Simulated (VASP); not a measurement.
Ca4Ti3CuO12 (a cell with a defect): single point with PBEsol

System: Ca4Ti3CuO12 (a cell with a defect).

```
Ca Cu Ti O
1.0
     7.68261    0.00000    0.00000
     0.00000    7.68261    0.00000
     0.00000    0.00000    7.68261
Ca Cu Ti O
8 2 6 24
Direct
  0.98601 0.02423 0.99630
  0.01391 0.97519 0.49959
  0.97759 0.51799 0.99022
  0.02716 0.48042 0.49280
  0.47222 0.01905 0.00708
  0.52208 0.98138 0.51021
  0.48578 0.52425 0.00080
  0.51374 0.47567 0.50420
  0.24982 0.24982 0.25012
  0.74990 0.74977 0.75019
  0.24970 0.24974 0.75004
  0.24972 0.74977 0.25010
  0.24982 0.74967 0.75003
  0.74937 0.24947 0.25019
  0.74985 0.24980 0.75004
  0.74978 0.74972 0.24996
  0.30021 0.28115 0.99900
  0.19954 0.21844 0.50137
  0.22323 0.70273 0.00028
  0.27663 0.79692 0.50013
  0.72282 0.20622 0.00268
  0.77677 0.29353 0.49795
  0.80102 0.77634 0.99519
  0.69887 0.72334 0.50529
  0.00491 0.28993 0.20754
  0.00064 0.28859 0.78672
  0.99641 0.71449 0.28736
  0.00242 0.70522 0.70810
  0.49508 0.21005 0.29290
  0.49910 0.21099 0.71377
  0.50364 0.78533 0.21309
  0.49736 0.79432 0.79217
  0.20964 0.99347 0.20375
  0.21155 0.99992 0.78834
  0.29034 0.50628 0.29652
  0.28825 0.49971 0.71208
  0.78526 0.00035 0.28667
  0.79416 0.00561 0.71002
  0.71488 0.49944 0.21383
  0.70562 0.49403 0.79061
```

| Property | Result |
| --- | --- |
| Program | VASP 6.6.1 |
| Task | single point |
| Functional | PBEsol |
| Potentials or basis | VASP PAW PBE potentials, release 64 (Ca_sv, Cu, Ti_sv, O) |
| Cutoff | 520 eV |
| k mesh | 1 × 1 × 1, shifted |
| Occupations | fermi-dirac, width 0.05 eV |
| Spin | collinear spin |
| Dipole correction | no |
| Further INCAR settings | LREAL = Auto; ALGO = Normal; EDIFF = 1e-07; NBANDS = 189; ISYM = 0 |

```json
{
  "Pressure": "-5.7 GPa",
  "Largest force": "0.262 eV/Å",
  "Band gap on the k mesh": "0.10 eV",
  "Net moment": "2.00 μB per cell",
  "Site moments": "Ca -0.00; Cu +0.39, +0.41; Ti +0.01; O +0.08, +0.01, +0.02, +0.03, -0.00, +0.09, +0.10, +0.13, +0.12 (each value once) μB",
  "Valence electrons inside the program's atomic spheres": "Ca 8.15, 8.14 (each value once); Cu 9.82; Ti 10.31, 10.30, 10.28, 10.32, 10.29 (each value once); O 4.97, 5.03, 4.96, 4.95, 5.02 (each value once)"
}
```

Forces in eV/Å, atoms in the order of the input:
```
Ca  -0.072 -0.012  0.047
Ca  -0.035 -0.012 -0.051
Ca  -0.043  0.000  0.047
Ca  -0.062 -0.014 -0.039
Ca   0.061  0.015  0.036
Ca   0.045  0.001 -0.045
Ca   0.033  0.011  0.050
Ca   0.073  0.012 -0.045
Cu   0.000  0.000  0.000
Cu  -0.002  0.002  0.002
Ti   0.010 -0.001  0.003
Ti   0.003  0.004  0.000
Ti   0.004  0.008  0.004
Ti  -0.003 -0.002  0.006
Ti   0.001  0.008  0.000
Ti   0.011  0.006  0.005
O   -0.013 -0.023 -0.005
O    0.013  0.024  0.003
O    0.008  0.022  0.024
O   -0.008 -0.023 -0.028
O   -0.012 -0.006 -0.128
O    0.012  0.003  0.122
O    0.013  0.047  0.251
O   -0.014 -0.049 -0.252
O   -0.254  0.064 -0.002
O    0.004 -0.040 -0.011
O    0.156 -0.009 -0.002
O   -0.024  0.033 -0.003
O    0.249 -0.065  0.001
O   -0.010  0.037  0.011
O   -0.163  0.007 -0.001
O    0.022 -0.033  0.003
O    0.007  0.129  0.013
O   -0.002 -0.034  0.001
O   -0.007 -0.132 -0.011
O    0.000  0.029 -0.006
O    0.008  0.000 -0.005
O    0.000 -0.139 -0.025
O   -0.011 -0.005  0.005
O    0.000  0.136  0.023
```

Stress tensor (GPa, compression positive):
```
-5.66 -1.13 -0.23
-1.13 -4.50  0.02
-0.23  0.02 -6.80
```

Levels at points of the mesh, in eV from the valence-band top:
Spin up:
```csv
k point,band 157,band 158,band 159,band 160,band 161,band 162,band 163,band 164
"(0.25, 0.25, 0.25)",-0.49,-0.46,-0.03,0.00,0.13,0.15,2.76,2.79
```
Spin down:
```tsv
k point	band 156	band 157	band 158	band 159	band 160	band 161
(0.25, 0.25, 0.25)	-0.45	-0.42	-0.40	0.41	0.44	0.50
```

It took 37 min on 1 thread of Intel(R) Xeon(R) Platinum 8259CL CPU @ 2.50GHz (Skylake/Cascade Lake), with other jobs on the host, peak memory 0.95 GiB.

Caveat: semilocal functionals underestimate gaps, and a narrow one can read as zero; the PAW data sets were made with another functional, which shifts forces and pressure a little.
